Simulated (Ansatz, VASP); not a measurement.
Two plane-wave programs on BAs

```
B As
1.0
     0.00000    2.38386    2.38386
     2.38386    0.00000    2.38386
     2.38386    2.38386    0.00000
B As
1 1
Cartesian
  0.0000 0.0000 0.0000
  1.1919 1.1919 1.1919
```

Alike in both runs: functional PBEsol; k mesh 10 × 10 × 10; occupations gaussian, width 0.02 eV; no spin polarisation.

Ansatz relaxed the structure, and its values are those at the end. VASP's run is a single point on that final structure, the one shown.

|  | VASP | Ansatz |
| --- | --- | --- |
| version | VASP 6.6.1 | Ansatz 0.2.0 |
| potentials or method | VASP PAW PBE potentials, release 64 (B, As), cutoff 500 eV | scalar-relativistic, plane waves, PAW |
| valence electrons in the cell | 8 | 18 |

```csv
,VASP,Ansatz,Ansatz less VASP
gap on the k mesh at the Fermi level (eV),1.07,1.08,+0.010
least direct gap on the mesh (eV),3.25,3.25,+0.003
pressure (GPa),0.9,0.0,-0.89
```

VASP's potentials were made for PBE, not for PBEsol, and Ansatz warns of the same on its side. With one functional, cell and mesh, what is left measures potentials, basis and numerics. VASP's potentials hold 8 valence electrons a cell and Ansatz's 18, so a difference there can come from the potentials and not from the codes.
